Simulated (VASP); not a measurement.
# N (P6_3/mmc) in VASP: further runs

N is run at these levels: PBEsol, PBE; tasks: single point.

All numbers are computed with VASP 6.6.1; they aren't measurements. Logs are shortened: lines on timing, memory, paths and dates and some standing lists are left out, and cuts for length are marked.

## (1) The cell of the first run

It takes space group P6_3/mmc (No. 194, hexagonal). Conventional cell: a = 2.519 Å, b = 2.519 Å, c = 2.446 Å, α = 90.00°, β = 90.00°, γ = 120.00°. N (site symmetry -6m2) has 14 N at 1.90 to 2.52 Å within 2.6 Å.

## (2) Single point, PBEsol

File INCAR:

```
SYSTEM = N
PREC = Accurate
ENCUT = 520
EDIFF = 1E-6
ISMEAR = 0
SIGMA = 0.1
LREAL = .FALSE.
LASPH = .TRUE.
NELM = 80
ALGO = Normal
ISIF = 2
LWAVE = .FALSE.
LCHARG = .TRUE.
GGA = PS
LELF = .TRUE.
LVHAR = .TRUE.
NBANDS = 12
```

File KPOINTS:

```
Automatic mesh
0
G
  11 11 10
  0 0 0
```

File POSCAR:

```
N
1.0
    2.5194737886      0.0000000000      0.0000000000
   -1.2597368943      2.1819283051      0.0000000000
    0.0000000000      0.0000000000      2.4460020000
N
2
Direct
    0.3333333333      0.6666666667      0.7500000000
    0.6666666667      0.3333333333      0.2500000000
```

Potentials or basis: VASP PAW PBE potentials, release 64 (N).

The run is started by

```bash
$ cat potpaw_PBE.64/N/POTCAR > POTCAR
$ mpirun -np 1 vasp_std > vasp.out
```

OUTCAR:

```text
SYSTEM = N
   PREC = Accurate
   ENCUT = 520
   EDIFF = 1E-6
   ISMEAR = 0
   LREAL = .FALSE.
   LASPH = .TRUE.
   NELM = 80
   ISIF = 2
   GGA = PS

 ion  position               nearest neighbor table
   1  0.333  0.667  0.750-
   2  0.667  0.333  0.250-

  LATTYP: Found a hexagonal cell.
 ALAT       =     2.5194737886
 C/A-ratio  =     0.9708384390

  Lattice vectors:

 A1 = (   2.5194737886,   0.0000000000,   0.0000000000)
 A2 = (  -1.2597368943,   2.1819283051,   0.0000000000)
 A3 = (   0.0000000000,   0.0000000000,   2.4460020000)

Analysis of symmetry for initial positions (statically):
=====================================================================
 Subroutine PRICEL returns:
 Original cell was already a primitive cell.

 Routine SETGRP: Setting up the symmetry group for a
 hexagonal supercell.

 Subroutine GETGRP returns: Found 24 space group operations
 (whereof 12 operations were pure point group operations)
 out of a pool of 24 trial point group operations.

The static configuration has the point symmetry D_3d.
 The point group associated with its full space group is D_6h.

Analysis of symmetry for dynamics (positions and initial velocities):
=====================================================================
 Subroutine PRICEL returns:
 Original cell was already a primitive cell.

 Routine SETGRP: Setting up the symmetry group for a
 hexagonal supercell.

 Subroutine GETGRP returns: Found 24 space group operations
 (whereof 12 operations were pure point group operations)
 out of a pool of 24 trial point group operations.

The dynamic configuration has the point symmetry D_3d.
 The point group associated with its full space group is D_6h.

 Subroutine INISYM returns: Found 24 space group operations
 (whereof 12 operations are pure point group operations),
 and found     1 'primitive' translations

----------------------------------------------------------------------------------------

                                     Primitive cell

  volume of cell :      13.4464

  direct lattice vectors                    reciprocal lattice vectors
     2.519473789  0.000000000  0.000000000     0.396908277  0.229155100  0.000000000
    -1.259736894  2.181928305  0.000000000     0.000000000  0.458310201  0.000000000
     0.000000000  0.000000000  2.446002000     0.000000000  0.000000000  0.408830410

  length of vectors
     2.519473789  2.519473789  2.446002000     0.458310201  0.458310201  0.408830410

  position of ions in fractional coordinates (direct lattice)
     0.333333333  0.666666667  0.750000000
     0.666666667  0.333333333  0.250000000

  ion indices of the primitive-cell ions
   primitive index   ion index
                 1           1
                 2           2

----------------------------------------------------------------------------------------

 KPOINTS: Automatic mesh

Automatic generation of k-mesh.
 Grid dimensions read from file:
 generate k-points for:   11   11   10

 Generating k-lattice:

  Cartesian coordinates                     Fractional coordinates (reciprocal lattice)
     0.036082571  0.020832282  0.000000000     0.090909091  0.000000000  0.000000000
     0.000000000  0.041664564  0.000000000     0.000000000  0.090909091  0.000000000
     0.000000000  0.000000000  0.040883041     0.000000000  0.000000000  0.100000000

  Length of vectors
     0.041664564  0.041664564  0.040883041

  Shift w.r.t. Gamma in fractional coordinates (k-lattice)
     0.000000000  0.000000000  0.000000000

 Subroutine IBZKPT returns following result:
 ===========================================

 Found     96 irreducible k-points:

 Following reciprocal coordinates:
            Coordinates               Weight
  0.000000  0.000000  0.000000      1.000000
  0.090909  0.000000  0.000000      6.000000
  0.181818  0.000000  0.000000      6.000000
  0.272727  0.000000  0.000000      6.000000
  0.363636  0.000000  0.000000      6.000000
  0.454545 -0.000000  0.000000      6.000000
[... 16 lines left out ...]
  0.090909  0.090909  0.100000     12.000000
  0.181818  0.090909  0.100000     24.000000
 [... further k-points ...]
   k-points           NKPTS =     96   k-points in BZ     NKDIM =     96   number of bands    NBANDS=     12
   number of dos      NEDOS =    301   number of ions     NIONS =      2
   total plane-waves  NPLWV =   7200
   dimension x,y,z NGX =    20 NGY =   20 NGZ =   18
   dimension x,y,z NGXF=    40 NGYF=   40 NGZF=   36
   ions per type =               2
   NGX,Y,Z   is equivalent  to a cutoff of  13.20, 13.20, 12.23 a.u.
   NGXF,Y,Z  is equivalent  to a cutoff of  26.39, 26.39, 24.47 a.u.
 SYSTEM =  N
   PREC   = accura    normal or accurate (medium, high low for compatibility)
   ISTART =      0    job   : 0-new  1-cont  2-samecut
   ICHARG =      2    charge: 1-file 2-atom 10-const
   ISPIN  =      1    spin polarized calculation?
   LNONCOLLINEAR =      F non collinear calculations
   LSORBIT =      F    spin-orbit coupling
   LASPH  =      T    aspherical Exc in radial PAW
   ENCUT  =  520.0 eV  38.22 Ry    6.18 a.u.   4.68  4.68  4.55*2*pi/ulx,y,z
   NELM   =     80;   NELMIN=  2; NELMDL= -5     # of ELM steps
   EDIFF  = 0.1E-05   stopping-criterion for ELM
   LREAL  =      F    real-space projection
   EDIFFG = 0.1E-04   stopping-criterion for IOM
   NSW    =      0    number of steps for IOM
   IBRION =     -1    ionic relax: 0-MD 1-quasi-New 2-CG
   NFREE  =      0    steps in history (QN), initial steepest desc. (CG)
   ISIF   =      2    stress and relaxation
   ISYM   =      2    0-nonsym 1-usesym 2-fastsym
   POTIM  = 0.5000    time-step for ionic-motion
   TEBEG  =    0.0;   TEEND  =   0.0 temperature during run
   PSTRESS=    0.0 pullay stress
   NELECT =      10.0000    total number of electrons
   NUPDOWN=      -1.0000    fix difference up-down
   EMIN   =  10.00;   EMAX   =-10.00  energy-range for DOS
   EFERMI =   0.00;   METHOD = LEGACY
   ISMEAR =     0;   SIGMA  =   0.10  broadening in eV -4-tet -1-fermi 0-gaus
   EFERMI_NEDOS =   21; number of points for ismear=-14 and -15
   IALGO  =     38    algorithm
   IMIX   =      4    mixing-type and parameters
     AMIX     =   0.40;   BMIX     =  1.00
     AMIX_MAG =   1.60;   BMIX_MAG =  1.00
  volume/ion in A,a.u.               =       6.72        45.37
  Fermi-wavevector in a.u.,A,eV,Ry     =   1.483221  2.802881 29.932052  2.199944
  Thomas-Fermi vector in A             =   2.596909
   LORBIT       =      0    0 simple, 1 ext, 2 COOP (PROOUT), +10 PAW based schemes
   GGA     = PS    functional components
   LHFCALC =     F    Hartree Fock is set to
   AEXX    =    0.0000 exact exchange contribution
   IVDW    =     0    specifies the selected vdW correction
   LEPSILON=     F    determine dielectric tensor
   LRPA    =     F    only Hartree local field effects (RPA)
 non-spin polarized calculation
 Gauss-broadening in eV      SIGMA  =   0.10
  energy-cutoff  :      520.00
  volume of cell :       13.45
 maximum number of plane-waves:       381
 NGX is ok and might be reduce to    20
   NGX =  9   NGY =  9   NGZ =  9

 number of electron      10.0000001 magnetization

 Free energy of the ion-electron system (eV)
  ---------------------------------------------------
  ext. energy  EPLUGINS =         0.00000000
  ---------------------------------------------------
  free energy    TOTEN  =       -10.46240531 eV

  energy without entropy =      -10.46047002  energy(sigma->0) =      -10.46143766

 E-fermi :   7.0022     XC(G=0): -13.2692

 val. band max:        6.9698405393   @ k =   0.1818   0.1818   0.2000
 cond. band min:       7.0060821311   @ k =   0.3636   0.1818   0.0000
 fundamental gap:      0.0362415918
 Fermi energy:         7.0021980432

 k-point     1 :       0.0000    0.0000    0.0000
  band No.  band energies     occupation
      1     -15.0898      2.00000
      2       1.3987      2.00000
      3       2.1837      2.00000
      4       4.6427      2.00000
      5       4.6427      2.00000
      6       9.8277      0.00000
      7       9.8277      0.00000
      8      13.1792      0.00000
      9      21.3108      0.00000
     10      24.7899      0.00000
     11      32.1816      0.00000
     12      32.1816      0.00000

 k-point     2 :       0.0909    0.0000    0.0000
  band No.  band energies     occupation
      1     -14.8897      2.00000
      2       0.7479      2.00000
      3       2.3471      2.00000
      4       4.3244      2.00000
      5       4.7022      2.00000
      6       9.7473      0.00000
      7      10.1350      0.00000
      8      12.9179      0.00000
      9      21.7975      0.00000
     10      24.6273      0.00000
     11      32.5060      0.00000
     12      32.5399      0.00000

 k-point     3 :       0.1818    0.0000    0.0000
  band No.  band energies     occupation
      1     -14.2950      2.00000
      2      -0.9085      2.00000
      3       2.8261      2.00000
      4       3.6186      2.00000
      5       4.7958      2.00000
      6       9.5902      0.00000
      7      10.7948      0.00000
      8      12.1831      0.00000
      9      22.7378      0.00000
     10      24.4292      0.00000
     11      33.5348      0.00000
     12      33.5842      0.00000
[... 286 lines left out ...]
 k-point    23 :       0.0909    0.0909    0.1000
  band No.  band energies     occupation
      1     -14.2902      2.00000
      2      -1.0091      2.00000
      3       2.0910      2.00000
      4       3.7744      2.00000
      5       5.9868      2.00000
      6       9.4694      0.00000
      7      10.4230      0.00000
      8      12.3045      0.00000
      9      23.3705      0.00000
     10      24.3000      0.00000
     11      32.4525      0.00000
     12      33.1246      0.00000

 k-point    24 :       0.1818    0.0909    0.1000
  band No.  band energies     occupation
      1     -13.5095      2.00000
      2      -2.2290      2.00000
      3       1.8989      2.00000
      4       2.7770      2.00000
      5       6.5149      2.00000
      6       9.1531      0.00000
      7      10.8954      0.00000
      8      11.6604      0.00000
      9      23.3564      0.00000
     10      25.0443      0.00000
     11      33.1973      0.00000
     12      34.4641      0.00000

 [... further k-points ...]

------------------------ aborting loop because EDIFF is reached ----------------------------------------

  FORCE on cell =-STRESS in cart. coord.  units (eV):
  Direction    XX          YY          ZZ          XY          YZ          ZX
  --------------------------------------------------------------------------------------
  -------------------------------------------------------------------------------------
  Total        0.3046294      0.3046294     -0.5135220     -0.0000000      0.0000000      0.0000000
  in kB       36.2973777     36.2973777    -61.1874679     -0.0000000      0.0000000      0.0000000
  external PRESSURE =       3.8024292 kB  Pullay stress =       0.0000000 kB

 VOLUME and BASIS-vectors are now :
 -----------------------------------------------------------------------------
  energy-cutoff  :      520.00
  volume of cell :       13.45
      direct lattice vectors                 reciprocal lattice vectors
     2.519473789  0.000000000  0.000000000     0.396908277  0.229155100  0.000000000
    -1.259736894  2.181928305  0.000000000     0.000000000  0.458310201  0.000000000
     0.000000000  0.000000000  2.446002000     0.000000000  0.000000000  0.408830410

 POSITION                                       TOTAL-FORCE (eV/Angst)
 -----------------------------------------------------------------------------------
     -0.00000      1.45462      1.83450         0.000000     -0.000000      0.000000
      1.25974      0.72731      0.61150        -0.000000      0.000000      0.000000
 -----------------------------------------------------------------------------------
    total drift:                               -0.000000      0.000000      0.000000

  FREE ENERGIE OF THE ION-ELECTRON SYSTEM (eV)
  ---------------------------------------------------
  free  energy   TOTEN  =       -10.4624053137 eV

  energy  without entropy=      -10.4604700151  energy(sigma->0) =      -10.46143766
```

Wall time 12 s (1 thread of Intel Xeon 8259CL, shared host); peak memory 0.12 GiB.

What came out:

```yaml
Free_energy: -10.4624 eV
Pressure: 0.4 GPa
Band_gap_on_the_k_mesh: zero (bands 5 and 6 overlap by 4.69 eV)
```

Levels at points of the mesh, in eV from the Fermi level:
```csv
k point,band 3,band 4,band 5,band 6,band 7,band 8
"(0.00, 0.00, 0.00)",-4.82,-2.36,-2.36,2.83,2.83,6.18
"(0.00, 0.00, 0.50)",0.59,0.59,0.59,0.59,2.11,2.11
```

Caveat: the PAW data sets were made with another functional, which shifts forces and pressure a little.

## (3) Single point, PBE

File INCAR:

```
PREC = Accurate
ENCUT = 520
EDIFF = 1E-7
ISMEAR = -1
SIGMA = 0.1
LREAL = F
LASPH = T
NELM = 80
ALGO = Normal
ISIF = 2
LWAVE = F
LCHARG = F
GGA = PE
NBANDS = 12
```

File KPOINTS:

```
Automatic mesh
0
Gamma
  11 11 10
```

POSCAR is that of step 2.

Potentials or basis: VASP PAW PBE potentials, release 64 (N).

The run is started by

```bash
$ cat potpaw_PBE.64/N/POTCAR > POTCAR
$ mpirun -np 1 vasp_std > vasp.out
```

It took 16 s on 1 thread of Intel Xeon 8259CL, shared host; peak memory 0.12 GiB.

The run converged. Its results:

```
Free energy            : -9.4187 eV
Pressure               : 10.7 GPa
Band gap on the k mesh : zero (bands 5 and 6 overlap by 4.56 eV)
```

Stress tensor (GPa, compression positive):
```
14.45  0.00  0.00
 0.00 14.45  0.00
 0.00  0.00  3.33
```

Levels at points of the mesh, in eV from the Fermi level:
| k point | band 1 | band 2 | band 3 | band 4 | band 5 | band 6 | band 7 | band 8 | band 9 | band 10 |
| --- | --- | --- | --- | --- | --- | --- | --- | --- | --- | --- |
| (0.00, 0.00, 0.00) | -22.06 | -5.76 | -4.79 | -2.36 | -2.36 | 2.82 | 2.82 | 6.14 | 14.61 | 18.12 |
| (0.00, 0.00, 0.50) | -17.12 | -17.12 | 0.57 | 0.57 | 0.57 | 0.57 | 2.07 | 2.07 | 21.72 | 21.72 |

Caveat: the cell stands under pressure.

## (4) Single point, PBEsol

File INCAR:

```
PREC = Accurate
ENCUT = 520
EDIFF = 1E-6
ISMEAR = 0
SIGMA = 0.1
LREAL = False
LASPH = True
NELM = 80
ALGO = Normal
ISIF = 2
LWAVE = False
LCHARG = False
GGA = PS
NBANDS = 12
```

File KPOINTS:

```
Automatic mesh
0
Gamma
  14 14 12
```

POSCAR is that of step 3.

The run is started by

```bash
$ cat potpaw_PBE.64/N/POTCAR > POTCAR
$ mpirun -np 1 vasp_std > vasp.out
```

Run time: 26 s. Hardware: 1 thread of Intel Xeon 8259CL, shared host; peak memory 0.13 GiB.

Results (log left out):

```yaml
Free_energy: -10.4591 eV
Pressure: -0.6 GPa
Band_gap_on_the_k_mesh: zero (bands 5 and 6 overlap by 4.95 eV)
```

Stress tensor (GPa, compression positive):
```
 3.96  0.00  0.00
 0.00  3.96  0.00
 0.00  0.00 -9.63
```

Levels at points of the mesh, in eV from the Fermi level:
```csv
k point,band 3,band 4,band 5,band 6,band 7,band 8
"(0.00, 0.00, 0.00)",-4.87,-2.40,-2.40,2.78,2.78,6.13
"(0.50, 0.00, 0.00)",-5.07,-2.28,-1.56,1.67,2.69,5.08
"(0.00, 0.00, 0.50)",0.55,0.55,0.55,0.55,2.06,2.06
"(0.50, 0.00, 0.50)",-8.72,-8.72,-0.83,-0.83,3.96,3.96
```

Caveat: the PAW data sets were made with another functional, which shifts forces and pressure a little.

## (5) Single point, PBE

File INCAR:

```
  PREC = Accurate
  ENCUT = 520
  EDIFF = 1E-7
  ISMEAR = -1
  SIGMA = 0.1
  LREAL = F
  LASPH = T
  NELM = 100
  ALGO = Normal
  ISIF = 2
  LWAVE = F
  LCHARG = F
  GGA = PE
  NBANDS = 12
```

File KPOINTS:

```
regular mesh
0
Gamma
  14 14 12
```

POSCAR is that of step 4.

Potentials or basis: VASP PAW PBE potentials, release 64 (N).

The run is started by

```bash
$ cat potpaw_PBE.64/N/POTCAR > POTCAR
$ mpirun -np 1 vasp_std > vasp.out
```

OUTCAR:

```text
PREC = Accurate
   ENCUT = 520
   EDIFF = 1E-7
   ISMEAR = -1
   LREAL = F
   LASPH = T
   NELM = 100
   ISIF = 2
   GGA = PE

 ion  position               nearest neighbor table
   1  0.333  0.667  0.750-
   2  0.667  0.333  0.250-

  LATTYP: Found a hexagonal cell.
 ALAT       =     2.5194737886
 C/A-ratio  =     0.9708384390

  Lattice vectors:

[... 544 lines left out ...]
     11      30.2084      0.00000
     12      31.1087      0.00000

 [... further k-points ...]

------------------------ aborting loop because EDIFF is reached ----------------------------------------

  FORCE on cell =-STRESS in cart. coord.  units (eV):
  Direction    XX          YY          ZZ          XY          YZ          ZX
  --------------------------------------------------------------------------------------
  -------------------------------------------------------------------------------------
  Total        1.2311201      1.2311201      0.1247354      0.0000000      0.0000000      0.0000000
  in kB      146.6911332    146.6911332     14.8625476      0.0000000      0.0000000      0.0000000
  external PRESSURE =     102.7482713 kB  Pullay stress =       0.0000000 kB

 VOLUME and BASIS-vectors are now :
 -----------------------------------------------------------------------------
  energy-cutoff  :      520.00
  volume of cell :       13.45
      direct lattice vectors                 reciprocal lattice vectors
     2.519473789  0.000000000  0.000000000     0.396908277  0.229155100  0.000000000
    -1.259736894  2.181928305  0.000000000     0.000000000  0.458310201  0.000000000
     0.000000000  0.000000000  2.446002000     0.000000000  0.000000000  0.408830410

 POSITION                                       TOTAL-FORCE (eV/Angst)
 -----------------------------------------------------------------------------------
     -0.00000      1.45462      1.83450        -0.000000     -0.000000      0.000000
      1.25974      0.72731      0.61150         0.000000      0.000000      0.000000
 -----------------------------------------------------------------------------------
    total drift:                               -0.000000      0.000000      0.000000

  FREE ENERGIE OF THE ION-ELECTRON SYSTEM (eV)
  ---------------------------------------------------
  free  energy   TOTEN  =        -9.4170527713 eV

  energy  without entropy=       -9.3941347593  energy(sigma->0) =       -9.40559377
```

stdout:

```text
POSCAR found type information on POSCAR N
 POSCAR found :  1 types and       2 ions
 scaLAPACK will be used
 LDA part: xc-table for (Slater+PW92), standard interpolation
 POSCAR, INCAR and KPOINTS ok, starting setup
 FFT: planning ... GRIDC
 FFT: planning ... GRID_SOFT
 FFT: planning ... GRID
 WAVECAR not read
 entering main loop
```

It took 22 s on 1 thread of Intel Xeon 8259CL, shared host; peak memory 0.13 GiB.

What came out:

```
Free energy            : -9.4171 eV
Pressure               : 10.3 GPa
Band gap on the k mesh : zero (bands 5 and 6 overlap by 4.83 eV)
```

Caveat: the cell stands under pressure.

## (6) The runs side by side

```tsv
level	k mesh	smearing	gap on the mesh (eV)	pressure (GPa)
PBEsol	11 × 11 × 10	gaussian 0.1 eV	none	0.4
PBE	11 × 11 × 10	fermi-dirac 0.1 eV	none	10.7
PBEsol	14 × 14 × 12	gaussian 0.1 eV	none	-0.6
PBE	14 × 14 × 12	fermi-dirac 0.1 eV	none	10.3
```

Alike in all rows: task single point; potentials or basis VASP PAW PBE potentials, release 64 (N); no spin polarisation; cell as given; cutoff (eV) 520.

The pressure there spans -0.6 GPa (PBEsol) to 10.7 GPa (PBE); a positive pressure means that this level wants a larger cell, a negative one a smaller.

Caveats: the PAW data sets were made with another functional, which shifts forces and pressure a little (at least some runs); the cell stands under pressure (at least some runs).

Absolute energies hang on the potentials; compare differences alone.
